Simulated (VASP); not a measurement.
# BaTiO3 in VASP: further runs, part 2 of 2

VASP 6.6.1. Earlier steps stand in the parts before.

**3. Single point, r2SCAN, collinear spin, ferromagnetic start**

This run uses another cell than the first one, of 12.86 Å³/atom, 1.009 times its volume.

Contents of POSCAR:

```
BaTiO3
1.0
    3.9998000000      0.0000000000      0.0000000000
    0.0000000000      3.9998000000      0.0000000000
    0.0000000000      0.0000000000      4.0180000000
Ba Ti O
1 1 3
Direct
    0.0000000000      0.0000000000      0.0000000000
    0.5000000000      0.5000000000      0.5000000000
    0.5000000000      0.5000000000      0.0000000000
    0.5000000000      0.0000000000      0.5000000000
    0.0000000000      0.5000000000      0.5000000000
```

Contents of INCAR.step1:

```
SYSTEM = BaTiO3
PREC = Accurate
ENCUT = 660
ISMEAR = 0
SIGMA = 0.1
LREAL = .FALSE.
LASPH = .TRUE.
NELM = 200
ISPIN = 2
MAGMOM = 0 1 0 0 0
LMAXMIX = 4
NBANDS = 32
GGA = PE
ALGO = Normal
EDIFF = 1E-5
LWAVE = .TRUE.
LCHARG = .FALSE.
GGA_COMPAT = .FALSE.
```

Contents of INCAR.step2:

```
SYSTEM = BaTiO3
PREC = Accurate
ENCUT = 660
EDIFF = 1E-6
ISMEAR = 0
SIGMA = 0.1
LREAL = .FALSE.
LASPH = .TRUE.
NELM = 200
ALGO = Normal
ISIF = 2
LWAVE = .FALSE.
LCHARG = .TRUE.
ISPIN = 2
MAGMOM = 0 1 0 0 0
LORBIT = 11
LMAXMIX = 4
METAGGA = R2SCAN
LMIXTAU = .TRUE.
LELF = .TRUE.
LVHAR = .TRUE.
NBANDS = 32
ISTART = 1
GGA_COMPAT = .FALSE.
```

Contents of KPOINTS:

```
Automatic mesh
0
G
  4 4 4
  0 0 0
```

Potentials or basis: VASP PAW PBE potentials, release 64 (Ba_sv, Ti_sv, O).

Started as:

```sh
$ cat potpaw_PBE.64/Ba_sv/POTCAR potpaw_PBE.64/Ti_sv/POTCAR potpaw_PBE.64/O/POTCAR > POTCAR
$ cp INCAR.step1 INCAR
$ mpirun -np 1 vasp_std > vasp.out
$ cp INCAR.step2 INCAR
$ mpirun -np 1 vasp_std > vasp.out
```

OUTCAR:

```text
SYSTEM = BaTiO3
   PREC = Accurate
   ENCUT = 660
   EDIFF = 1E-6
   ISMEAR = 0
   LREAL = .FALSE.
   LASPH = .TRUE.
   NELM = 200
   ISIF = 2
   ISPIN = 2
   LORBIT = 11
   METAGGA = R2SCAN
   ISTART = 1

 ion  position               nearest neighbor table
   1  0.000  0.000  0.000-   3 2.83   3 2.83   3 2.83   3 2.83   5 2.83   4 2.83   5 2.83   5 2.83
                             5 2.83   4 2.83   4 2.83   4 2.83   2 3.47   2 3.47   2 3.47   2 3.47
   2  0.500  0.500  0.500-   4 2.00   5 2.00   4 2.00   5 2.00   3 2.01   3 2.01   1 3.47   1 3.47
                             1 3.47   1 3.47   1 3.47   1 3.47   1 3.47   1 3.47
   3  0.500  0.500  0.000-   2 2.01   2 2.01   1 2.83   1 2.83   1 2.83   1 2.83
   4  0.500  0.000  0.500-   2 2.00   2 2.00   1 2.83   1 2.83   1 2.83   1 2.83
   5  0.000  0.500  0.500-   2 2.00   2 2.00   1 2.83   1 2.83   1 2.83   1 2.83

  LATTYP: Found a simple tetragonal cell.
 ALAT       =     3.9998000000
 C/A-ratio  =     1.0045502275

  Lattice vectors:

 A1 = (   3.9998000000,   0.0000000000,   0.0000000000)
 A2 = (   0.0000000000,   3.9998000000,   0.0000000000)
 A3 = (   0.0000000000,   0.0000000000,   4.0180000000)

Analysis of symmetry for initial positions (statically):
=====================================================================
 Subroutine PRICEL returns:
 Original cell was already a primitive cell.

 Routine SETGRP: Setting up the symmetry group for a
 simple tetragonal supercell.

 Subroutine GETGRP returns: Found 16 space group operations
 (whereof 16 operations were pure point group operations)
 out of a pool of 16 trial point group operations.

The static configuration has the point symmetry D_4h.

Analysis of symmetry for dynamics (positions and initial velocities):
=====================================================================
 Subroutine PRICEL returns:
 Original cell was already a primitive cell.

 Routine SETGRP: Setting up the symmetry group for a
[... 173 lines left out ...]
 cond. band min:       5.6229255342   @ k =   0.0000   0.0000   0.0000
 fundamental gap:      2.1030117365
 Fermi energy:         3.9444194095

 spin component 1

 k-point     1 :       0.0000    0.0000    0.0000
  band No.  band energies     occupation
      1     -55.4030      1.00000
      2     -30.5589      1.00000
      3     -30.5589      1.00000
      4     -30.5566      1.00000
      5     -21.9637      1.00000
      6     -14.3426      1.00000
[... 619 lines left out ...]
     31      17.2532      0.00000
     32      19.6649      0.00000
 Fermi energy:         3.9444194095

 spin component 2

 k-point     1 :       0.0000    0.0000    0.0000
  band No.  band energies     occupation
      1     -55.4030      1.00000
      2     -30.5589      1.00000
      3     -30.5589      1.00000
      4     -30.5566      1.00000
      5     -21.9637      1.00000
      6     -14.3426      1.00000
[... 619 lines left out ...]
     31      17.2532      0.00000
     32      19.6610      0.00000

------------------------ aborting loop because EDIFF is reached ----------------------------------------

  FORCE on cell =-STRESS in cart. coord.  units (eV):
  Direction    XX          YY          ZZ          XY          YZ          ZX
  --------------------------------------------------------------------------------------
  -------------------------------------------------------------------------------------
  Total        0.2199298      0.2199298     -0.1512047      0.0000000      0.0000000      0.0000000
  in kB        5.4816094      5.4816094     -3.7686815      0.0000000      0.0000000      0.0000000
  external PRESSURE =       2.3981791 kB  Pullay stress =       0.0000000 kB

 VOLUME and BASIS-vectors are now :
 -----------------------------------------------------------------------------
  energy-cutoff  :      660.00
  volume of cell :       64.28
      direct lattice vectors                 reciprocal lattice vectors
     3.999800000  0.000000000  0.000000000     0.250012501  0.000000000  0.000000000
     0.000000000  3.999800000  0.000000000     0.000000000  0.250012501  0.000000000
     0.000000000  0.000000000  4.018000000     0.000000000  0.000000000  0.248880040

 POSITION                                       TOTAL-FORCE (eV/Angst)
 -----------------------------------------------------------------------------------
      0.00000      0.00000      0.00000         0.000000      0.000000      0.000000
      1.99990      1.99990      2.00900         0.000000      0.000000      0.000000
      1.99990      1.99990      0.00000         0.000000      0.000000      0.000000
      1.99990      0.00000      2.00900         0.000000      0.000000      0.000000
      0.00000      1.99990      2.00900         0.000000      0.000000      0.000000
 -----------------------------------------------------------------------------------
    total drift:                                0.000000      0.000000      0.000000

  FREE ENERGIE OF THE ION-ELECTRON SYSTEM (eV)
  ---------------------------------------------------
  free  energy   TOTEN  =       -74.2335752206 eV

  energy  without entropy=      -74.2335752206  energy(sigma->0) =      -74.23357522

 total charge

# of ion       s       p       d       tot
------------------------------------------
    1        2.018   5.670   0.303   7.991
    2        2.204   6.269   1.621  10.094
    3        1.563   3.500   0.000   5.063
    4        1.563   3.502   0.000   5.066
    5        1.563   3.502   0.000   5.066
--------------------------------------------------
tot          8.912  22.444   1.924  33.280

 magnetization (x)

# of ion       s       p       d       tot
------------------------------------------
    1       -0.000  -0.000  -0.000  -0.000
    2        0.000  -0.000  -0.000  -0.000
    3        0.000   0.000   0.000   0.000
    4        0.000   0.000   0.000   0.000
    5        0.000   0.000   0.000   0.000
--------------------------------------------------
tot          0.000   0.000  -0.000   0.000
```

OUTCAR.step1:

```text
SYSTEM = BaTiO3
   PREC = Accurate
   ENCUT = 660
   ISMEAR = 0
   LREAL = .FALSE.
   LASPH = .TRUE.
[... 1509 lines left out ...]
      1.99990      1.99990      0.00000         0.000000      0.000000      0.000000
      1.99990      0.00000      2.00900         0.000000      0.000000      0.000000
      0.00000      1.99990      2.00900         0.000000      0.000000      0.000000
 -----------------------------------------------------------------------------------
    total drift:                                0.000000      0.000000      0.000000

  FREE ENERGIE OF THE ION-ELECTRON SYSTEM (eV)
  ---------------------------------------------------
  free  energy   TOTEN  =       -39.9660340295 eV

  energy  without entropy=      -39.9660340295  energy(sigma->0) =      -39.96603403
```

OSZICAR.step1:

```text
N       E                     dE             d eps       ncg     rms          rms(c)
DAV:   1     0.467848071866E+03    0.46785E+03   -0.23055E+04  2304   0.159E+03
DAV:   2    -0.273373054150E+01   -0.47058E+03   -0.43899E+03  2480   0.434E+02
DAV:   3    -0.484660699706E+02   -0.45732E+02   -0.45058E+02  3272   0.130E+02
DAV:   4    -0.507549761852E+02   -0.22889E+01   -0.22835E+01  3264   0.234E+01
DAV:   5    -0.508188297517E+02   -0.63854E-01   -0.63846E-01  2960   0.322E+00    0.240E+01
DAV:   6    -0.404393075836E+02    0.10380E+02   -0.37098E+01  2928   0.576E+01    0.102E+01
DAV:   7    -0.401278177444E+02    0.31149E+00   -0.63764E+00  2744   0.198E+01    0.679E+00
DAV:   8    -0.399534694935E+02    0.17435E+00   -0.54976E-01  2928   0.655E+00    0.325E+00
DAV:   9    -0.400225756186E+02   -0.69106E-01   -0.32618E-01  3224   0.446E+00    0.212E+00
DAV:  10    -0.399696114545E+02    0.52964E-01   -0.25050E-01  2608   0.458E+00    0.538E-01
DAV:  11    -0.399659207627E+02    0.36907E-02   -0.13790E-02  3016   0.834E-01    0.124E-01
DAV:  12    -0.399659717723E+02   -0.51010E-04   -0.10300E-03  2752   0.202E-01    0.551E-02
DAV:  13    -0.399660292589E+02   -0.57487E-04   -0.12353E-04  2952   0.841E-02    0.316E-02
DAV:  14    -0.399660340295E+02   -0.47705E-05   -0.56469E-05  2952   0.673E-02
   1 F= -.39966034E+02 E0= -.39966034E+02  d E =-.790685E-17  mag=    -0.0000
```

It took 8.5 min on 1 thread of Intel Xeon 8259CL, shared host; peak memory 0.32 GiB.

What came out:

- Free energy: -74.2336 eV
- Pressure: 0.2 GPa
- Band gap on the k mesh: 2.10 eV, indirect (least direct gap 2.27 eV)
- Net moment: 0.00 μB per cell
- Valence electrons inside the program's atomic spheres: Ba 7.99; Ti 10.09; O 5.06, 5.07

Caveat: the PAW data sets were made with another functional, which shifts forces and pressure a little; spin-orbit coupling is left out, which moves the levels of the heavy elements. A k mesh can miss the band edges.
